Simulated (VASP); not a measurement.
# TaGe3Ru (P4mm) in VASP: notebook

TaGe3Ru is run at these levels: PBE; tasks: single point, relaxation of cell and atoms.

All numbers are computed with VASP 6.6.1; they aren't measurements. Logs are shortened: lines on timing, memory, paths and dates and some standing lists are left out, and cuts for length are marked.

## 1. The cell of the first run

The structure is tetragonal, space group P4mm (No. 99). Conventional cell: a = 3.697 Å, b = 3.697 Å, c = 6.835 Å, α = 90.00°, β = 90.00°, γ = 90.00°. Ta (site symmetry 4mm) has 8 Ge at 2.71 to 2.77 Å and 4 Ta at 3.70 Å within 3.7 Å. Within 3.2 Å of Ge (site symmetry 2mm) lie 2 Ru at 2.45 Å and 4 Ge at 2.61 Å and 2 Ta at 2.77 Å. Ge (site symmetry 4mm) has 1 Ru at 2.44 Å and 4 Ta at 2.71 Å within 3.2 Å. Ru (site symmetry 4mm) has 5 Ge at 2.44 to 2.45 Å within 3.2 Å.

The cell was built from a structure type or drawn by symmetry, and may not be a known phase.

## 2. Single point, PBE

INCAR reads:

```
PREC     = Accurate       # precision mode
ENCUT    = 520            # plane-wave cutoff, eV
EDIFF    = 1E-6           # SCF threshold, eV
ISMEAR   = 0              # smearing method
SIGMA    = 0.1            # smearing width, eV
LREAL    = F              # projectors in reciprocal space
LASPH    = T              # aspherical terms in the spheres
NELM     = 80             # most SCF steps
ALGO     = Normal         # electronic algorithm
ISIF     = 2              # what is computed and relaxed
LWAVE    = F              # write WAVECAR
LCHARG   = F              # write CHGCAR
GGA      = PE             # functional
NBANDS   = 42             # bands
```

KPOINTS reads:

```
Automatic mesh
0
Gamma
  6 6 4
```

POSCAR reads:

```
TaGe3Ru
1.0
    3.6969446883      0.0000000000      0.0000000000
    0.0000000000      3.6969446883      0.0000000000
    0.0000000000      0.0000000000      6.8351739821
Ta Ge Ru
1 3 1
Direct
    0.5000000000      0.5000000000      0.5292580810
    0.5000000000      0.0000000000      0.2266756204
    0.0000000000      0.5000000000      0.2266756204
    0.0000000000      0.0000000000      0.6345678971
    0.0000000000      0.0000000000      0.9910227711
```

Potentials or basis: VASP PAW PBE potentials, release 64 (Ta_pv, Ge_d, Ru_pv).

Command:

```console
> cat potpaw_PBE.64/Ta_pv/POTCAR potpaw_PBE.64/Ge_d/POTCAR potpaw_PBE.64/Ru_pv/POTCAR > POTCAR
> mpirun -np 1 vasp_std > vasp.out
```

OUTCAR:

```text
PREC = Accurate
   ENCUT = 520
   EDIFF = 1E-6
   ISMEAR = 0
   LREAL = F
   LASPH = T
   NELM = 80
   ISIF = 2
   GGA = PE

 ion  position               nearest neighbor table
   1  0.500  0.500  0.529-   4 2.71   4 2.71   4 2.71   4 2.71   3 2.77   3 2.77   2 2.77   2 2.77

   2  0.500  0.000  0.227-   5 2.45   5 2.45   3 2.61   3 2.61   3 2.61   3 2.61   1 2.77   1 2.77

   3  0.000  0.500  0.227-   5 2.45   5 2.45   2 2.61   2 2.61   2 2.61   2 2.61   1 2.77   1 2.77

   4  0.000  0.000  0.635-   5 2.44   1 2.71   1 2.71   1 2.71   1 2.71
   5  0.000  0.000  0.991-   4 2.44   3 2.45   2 2.45   3 2.45   2 2.45

  LATTYP: Found a simple tetragonal cell.
 ALAT       =     3.6969446883
 C/A-ratio  =     1.8488710431

  Lattice vectors:

 A1 = (   3.6969446883,   0.0000000000,   0.0000000000)
 A2 = (   0.0000000000,   3.6969446883,   0.0000000000)
 A3 = (   0.0000000000,   0.0000000000,   6.8351739821)

Analysis of symmetry for initial positions (statically):
=====================================================================
 Subroutine PRICEL returns:
 Original cell was already a primitive cell.

 Routine SETGRP: Setting up the symmetry group for a
 simple tetragonal supercell.

 Subroutine GETGRP returns: Found  8 space group operations
 (whereof  8 operations were pure point group operations)
 out of a pool of 16 trial point group operations.

The static configuration has the point symmetry C_4v.

Analysis of symmetry for dynamics (positions and initial velocities):
=====================================================================
 Subroutine PRICEL returns:
 Original cell was already a primitive cell.

 Routine SETGRP: Setting up the symmetry group for a
 simple tetragonal supercell.

 Subroutine GETGRP returns: Found  8 space group operations
 (whereof  8 operations were pure point group operations)
 out of a pool of 16 trial point group operations.

The dynamic configuration has the point symmetry C_4v.

 Subroutine INISYM returns: Found  8 space group operations
 (whereof  8 operations are pure point group operations),
 and found     1 'primitive' translations

----------------------------------------------------------------------------------------

                                     Primitive cell

  volume of cell :      93.4191

  direct lattice vectors                    reciprocal lattice vectors
     3.696944688  0.000000000  0.000000000     0.270493633  0.000000000  0.000000000
     0.000000000  3.696944688  0.000000000     0.000000000  0.270493633  0.000000000
     0.000000000  0.000000000  6.835173982     0.000000000  0.000000000  0.146302055

  length of vectors
     3.696944688  3.696944688  6.835173982     0.270493633  0.270493633  0.146302055

  position of ions in fractional coordinates (direct lattice)
     0.500000000  0.500000000  0.529258081
     0.500000000  0.000000000  0.226675620
     0.000000000  0.500000000  0.226675620
     0.000000000  0.000000000  0.634567897
     0.000000000  0.000000000  0.991022771

  ion indices of the primitive-cell ions
   primitive index   ion index
                 1           1
                 2           2
                 3           3
                 4           4
                 5           5

----------------------------------------------------------------------------------------

 KPOINTS: Automatic mesh

Automatic generation of k-mesh.
 Grid dimensions read from file:
 generate k-points for:    6    6    4

 Generating k-lattice:

  Cartesian coordinates                     Fractional coordinates (reciprocal lattice)
     0.045082272  0.000000000  0.000000000     0.166666667  0.000000000  0.000000000
     0.000000000  0.045082272  0.000000000     0.000000000  0.166666667  0.000000000
     0.000000000  0.000000000  0.036575514     0.000000000  0.000000000  0.250000000

  Length of vectors
     0.045082272  0.045082272  0.036575514

  Shift w.r.t. Gamma in fractional coordinates (k-lattice)
     0.000000000  0.000000000  0.000000000

 Subroutine IBZKPT returns following result:
 ===========================================

 Found     30 irreducible k-points:

 Following reciprocal coordinates:
            Coordinates               Weight
  0.000000  0.000000  0.000000      1.000000
  0.166667  0.000000  0.000000      4.000000
  0.333333  0.000000  0.000000      4.000000
  0.500000  0.000000  0.000000      2.000000
  0.166667  0.166667  0.000000      4.000000
  0.333333  0.166667  0.000000      8.000000
[... 16 lines left out ...]
  0.333333  0.000000  0.500000      4.000000
  0.500000  0.000000  0.500000      2.000000
 [... further k-points ...]
   k-points           NKPTS =     30   k-points in BZ     NKDIM =     30   number of bands    NBANDS=     42
   number of dos      NEDOS =    301   number of ions     NIONS =      5
   total plane-waves  NPLWV =  42336
   dimension x,y,z NGX =    28 NGY =   28 NGZ =   54
   dimension x,y,z NGXF=    56 NGYF=   56 NGZF=  108
   ions per type =               1   3   1
   NGX,Y,Z   is equivalent  to a cutoff of  12.59, 12.59, 13.13 a.u.
   NGXF,Y,Z  is equivalent  to a cutoff of  25.18, 25.18, 26.27 a.u.
 SYSTEM =  unknown system
   PREC   = accura    normal or accurate (medium, high low for compatibility)
   ISTART =      0    job   : 0-new  1-cont  2-samecut
   ICHARG =      2    charge: 1-file 2-atom 10-const
   ISPIN  =      1    spin polarized calculation?
   LNONCOLLINEAR =      F non collinear calculations
   LSORBIT =      F    spin-orbit coupling
   LASPH  =      T    aspherical Exc in radial PAW
   ENCUT  =  520.0 eV  38.22 Ry    6.18 a.u.   6.87  6.87 12.71*2*pi/ulx,y,z
   NELM   =     80;   NELMIN=  2; NELMDL= -5     # of ELM steps
   EDIFF  = 0.1E-05   stopping-criterion for ELM
   LREAL  =      F    real-space projection
   EDIFFG = 0.1E-04   stopping-criterion for IOM
   NSW    =      0    number of steps for IOM
   IBRION =     -1    ionic relax: 0-MD 1-quasi-New 2-CG
   NFREE  =      0    steps in history (QN), initial steepest desc. (CG)
   ISIF   =      2    stress and relaxation
   ISYM   =      2    0-nonsym 1-usesym 2-fastsym
   POTIM  = 0.5000    time-step for ionic-motion
   TEBEG  =    0.0;   TEEND  =   0.0 temperature during run
   PSTRESS=    0.0 pullay stress
   NELECT =      67.0000    total number of electrons
   NUPDOWN=      -1.0000    fix difference up-down
   EMIN   =  10.00;   EMAX   =-10.00  energy-range for DOS
   EFERMI =   0.00;   METHOD = LEGACY
   ISMEAR =     0;   SIGMA  =   0.10  broadening in eV -4-tet -1-fermi 0-gaus
   EFERMI_NEDOS =   21; number of points for ismear=-14 and -15
   IALGO  =     38    algorithm
   IMIX   =      4    mixing-type and parameters
     AMIX     =   0.40;   BMIX     =  1.00
     AMIX_MAG =   1.60;   BMIX_MAG =  1.00
  volume/ion in A,a.u.               =      18.68       126.08
  Fermi-wavevector in a.u.,A,eV,Ry     =   1.465395  2.769194 29.216899  2.147382
  Thomas-Fermi vector in A             =   2.581257
   LORBIT       =      0    0 simple, 1 ext, 2 COOP (PROOUT), +10 PAW based schemes
   GGA     = PE    functional components
   LHFCALC =     F    Hartree Fock is set to
   AEXX    =    0.0000 exact exchange contribution
   IVDW    =     0    specifies the selected vdW correction
   LEPSILON=     F    determine dielectric tensor
   LRPA    =     F    only Hartree local field effects (RPA)
 non-spin polarized calculation
 Gauss-broadening in eV      SIGMA  =   0.10
  energy-cutoff  :      520.00
  volume of cell :       93.42
 maximum number of plane-waves:      2548
 NGX is ok and might be reduce to    28
   NGX = 13   NGY = 13   NGZ = 25

 number of electron      67.0000038 magnetization

 Free energy of the ion-electron system (eV)
  ---------------------------------------------------
  ext. energy  EPLUGINS =         0.00000000
  ---------------------------------------------------
  free energy    TOTEN  =       -33.61664208 eV

  energy without entropy =      -33.60060131  energy(sigma->0) =      -33.60862169

 E-fermi :   6.5449     XC(G=0): -11.4712

 val. band max:        6.5402308788   @ k =   0.5000   0.0000   0.2500
 cond. band min:       6.5659878374   @ k =   0.3333   0.3333   0.5000
 fundamental gap:      0.0257569586
 Fermi energy:         6.5448761563

 k-point     1 :       0.0000    0.0000    0.0000
  band No.  band energies     occupation
      1     -35.7800      2.00000
      2     -35.3593      2.00000
      3     -35.3593      2.00000
      4     -28.1528      2.00000
      5     -28.1302      2.00000
      6     -28.1302      2.00000
[... 34 lines left out ...]
     41      11.7209      0.00000
     42      12.1658      0.00000

 k-point     2 :       0.1667    0.0000    0.0000
  band No.  band energies     occupation
      1     -35.7796      2.00000
      2     -35.3637      2.00000
      3     -35.3590      2.00000
      4     -28.1511      2.00000
      5     -28.1474      2.00000
      6     -28.1293      2.00000
[... 34 lines left out ...]
     41      11.4417      0.00000
     42      12.9111      0.00000

 k-point     3 :       0.3333    0.0000    0.0000
  band No.  band energies     occupation
      1     -35.7787      2.00000
      2     -35.3726      2.00000
      3     -35.3584      2.00000
      4     -28.1819      2.00000
      5     -28.1475      2.00000
      6     -28.1275      2.00000
[... 34 lines left out ...]
     41      11.3955      0.00000
     42      12.2997      0.00000

 k-point     4 :       0.5000    0.0000    0.0000
  band No.  band energies     occupation
      1     -35.7782      2.00000
      2     -35.3771      2.00000
      3     -35.3581      2.00000
      4     -28.1990      2.00000
      5     -28.1457      2.00000
      6     -28.1266      2.00000
[... 844 lines left out ...]
     41      12.3796      0.00000
     42      12.8521      0.00000

 k-point    23 :       0.3333    0.0000    0.5000
  band No.  band energies     occupation
      1     -35.7787      2.00000
      2     -35.3727      2.00000
      3     -35.3584      2.00000
      4     -28.1819      2.00000
      5     -28.1475      2.00000
      6     -28.1275      2.00000
[... 34 lines left out ...]
     41      11.5832      0.00000
     42      11.8445      0.00000

 k-point    24 :       0.5000    0.0000    0.5000
  band No.  band energies     occupation
      1     -35.7782      2.00000
      2     -35.3771      2.00000
      3     -35.3581      2.00000
      4     -28.1990      2.00000
      5     -28.1457      2.00000
      6     -28.1266      2.00000
[... 34 lines left out ...]
     41      10.6556      0.00000
     42      11.4104      0.00000

 [... further k-points ...]

------------------------ aborting loop because EDIFF is reached ----------------------------------------

  FORCE on cell =-STRESS in cart. coord.  units (eV):
  Direction    XX          YY          ZZ          XY          YZ          ZX
  --------------------------------------------------------------------------------------
  -------------------------------------------------------------------------------------
  Total        0.0602972      0.0602972      0.0879433      0.0000000      0.0000000      0.0000000
  in kB        1.0341239      1.0341239      1.5082659      0.0000000      0.0000000      0.0000000
  external PRESSURE =       1.1921712 kB  Pullay stress =       0.0000000 kB

 VOLUME and BASIS-vectors are now :
 -----------------------------------------------------------------------------
  energy-cutoff  :      520.00
  volume of cell :       93.42
      direct lattice vectors                 reciprocal lattice vectors
     3.696944688  0.000000000  0.000000000     0.270493633  0.000000000  0.000000000
     0.000000000  3.696944688  0.000000000     0.000000000  0.270493633  0.000000000
     0.000000000  0.000000000  6.835173982     0.000000000  0.000000000  0.146302055

 POSITION                                       TOTAL-FORCE (eV/Angst)
 -----------------------------------------------------------------------------------
      1.84847      1.84847      3.61757        -0.000000      0.000000     -0.002727
      1.84847      0.00000      1.54937        -0.000000     -0.000000      0.015513
      0.00000      1.84847      1.54937        -0.000000      0.000000      0.015513
      0.00000      0.00000      4.33738         0.000000      0.000000      0.004224
      0.00000      0.00000      6.77381        -0.000000      0.000000     -0.032523
 -----------------------------------------------------------------------------------
    total drift:                               -0.000000     -0.000000     -0.000047

  FREE ENERGIE OF THE ION-ELECTRON SYSTEM (eV)
  ---------------------------------------------------
  free  energy   TOTEN  =       -33.6166420764 eV

  energy  without entropy=      -33.6006013055  energy(sigma->0) =      -33.60862169
```

Wall time 46 s (1 thread of Intel Xeon 6975P-C (Granite Rapids), shared host); peak memory 0.25 GiB.

Results:

| Quantity | Value |
| --- | --- |
| Free energy | -33.6166 eV |
| Pressure | 0.1 GPa |
| Largest force | 0.033 eV/Å |
| Band gap on the k mesh | zero (an odd number of electrons rules out a gap without spin polarisation) |

Forces in eV/Å, atoms in the order of the input:
```
Ta   0.000  0.000 -0.003
Ge   0.000  0.000  0.016
Ge   0.000  0.000  0.016
Ge   0.000  0.000  0.004
Ru   0.000  0.000 -0.033
```

Levels at points of the mesh, in eV from the Fermi level:
```tsv
k point	band 31	band 32	band 33	band 34	band 35	band 36
(0.00, 0.00, 0.00)	-0.50	-0.33	-0.33	0.18	0.18	0.93
(0.50, 0.00, 0.00)	-1.62	-1.29	-0.23	-0.13	1.25	1.52
(0.50, 0.50, 0.00)	-2.23	-1.21	-0.39	0.60	0.60	1.04
(0.00, 0.00, 0.50)	-0.99	-0.99	-0.50	1.05	1.30	1.40
(0.50, 0.00, 0.50)	-1.37	-0.93	-0.78	0.12	0.61	1.24
(0.50, 0.50, 0.50)	-1.71	-0.98	-0.39	0.78	0.78	0.97
```

Caveat: spin-orbit coupling is left out, which moves the levels of the heavy elements.

[end of part 1 of 3]
